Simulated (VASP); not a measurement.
Input of a VASP 6.6.1 run:

The input INCAR:

```
PREC = Accurate
ENCUT = 700
EDIFF = 1E-6
ISMEAR = -1
SIGMA = 0.05
LREAL = Auto
LASPH = True
NELM = 120
ALGO = Normal
ISIF = 2
LWAVE = False
LCHARG = True
GGA = PS
LELF = True
LVHAR = True
NBANDS = 169
ISYM = -1
GGA_COMPAT = False
```

KPOINTS

```
explicit points
1
Reciprocal
  0.25000000   0.25000000   0.25000000 1
```

File POSCAR:

```
Ca7Mg20O27
1.0
    0.0000000000      6.5290540000      6.5290540000
    6.5290540000      0.0000000000      6.5290540000
    6.5290540000      6.5290540000      0.0000000000
O Mg Ca
27 20 7
Direct
    0.4854750000      0.1812900000      0.1659570000
    0.1651050000      0.5027070000      0.4944920000
    0.5104010000      0.8269170000      0.1680550000
    0.5130430000      0.1537760000      0.8266250000
    0.8288790000      0.5111530000      0.4963130000
    0.4924570000      0.8541070000      0.8489450000
    0.1882410000      0.4845810000      0.1599720000
    0.4776990000      0.1678180000      0.5249750000
    0.8650770000      0.5034730000      0.1702950000
    0.1657200000      0.4791080000      0.8554370000
    0.5012140000      0.8225610000      0.5165790000
    0.8156560000      0.5087590000      0.8197130000
    0.1739540000      0.1546220000      0.5038080000
    0.4914670000      0.4832520000      0.1720060000
    0.8322040000      0.1649590000      0.4982340000
    0.1557950000      0.8534240000      0.4885420000
    0.5247140000      0.5121730000      0.8043540000
    0.8533370000      0.8453030000      0.4904210000
    0.1448640000      0.1803500000      0.1925150000
    0.8590480000      0.1477040000      0.1565090000
    0.1600350000      0.8341050000      0.1871840000
    0.1590480000      0.1533250000      0.8417880000
    0.5212770000      0.5150070000      0.4910660000
    0.8199390000      0.8530950000      0.1518280000
    0.8339150000      0.1549430000      0.8299970000
    0.1651750000      0.8308850000      0.8265380000
    0.8488430000      0.8145790000      0.8317430000
    0.0100210000      0.0226220000      0.9692120000
    0.9804700000      0.6834220000      0.9893560000
    0.0053610000      0.9704010000      0.6701430000
    0.3127410000      0.3351760000      0.3433650000
    0.6587400000      0.6695670000      0.9993890000
    0.9872760000      0.6850560000      0.6707130000
    0.6581090000      0.6678020000      0.6898800000
    0.0225260000      0.9985240000      0.3168860000
    0.3178250000      0.3637110000      0.9951860000
    0.6667270000      0.9898960000      0.3215660000
    0.3620080000      0.3304070000      0.6507690000
    0.6619410000      0.6599700000      0.3503420000
    0.0021670000      0.3339140000      0.9963610000
    0.3437680000      0.9846110000      0.3517100000
    0.0045140000      0.3301940000      0.6618520000
    0.3198300000      0.6740490000      0.3466660000
    0.6603080000      0.3252690000      0.6656020000
    0.3472140000      0.6437220000      0.0008220000
    0.3546190000      0.0022630000      0.6509700000
    0.6723550000      0.3264490000      0.3386300000
    0.6630550000      0.9771480000      0.0259530000
    0.6650660000      0.9980340000      0.6647860000
    0.9982700000      0.6781820000      0.3417730000
    0.6718040000      0.3214560000      0.9938690000
    0.3182060000      0.0079940000      0.0012020000
    0.9855850000      0.3245440000      0.3492250000
    0.3247770000      0.6648120000      0.6783850000
```

Potentials or basis: VASP PAW PBE potentials, release 64 (O, Mg, Ca_sv).

Run with:

```bash
$ cat potpaw_PBE.64/O/POTCAR potpaw_PBE.64/Mg/POTCAR potpaw_PBE.64/Ca_sv/POTCAR > POTCAR
$ mpirun -np 1 vasp_std > vasp.out
```

Task: Estimate the largest force.

Result: 6.777 eV/Å.

Task: What does it give for the band gap on the k mesh?

Result: 3.77 eV.

Task: What does it give for the pressure?

Result: 11.5 GPa.

Stress tensor (GPa, compression positive):
```
11.26 -0.76 -0.83
-0.76 11.08  0.12
-0.83  0.12 12.09
```

Caveat: the cell stands under pressure; the PAW data sets were made with another functional, which shifts forces and pressure a little; a shifted mesh leaves out Γ, where band edges can lie. A k mesh can miss the band edges.
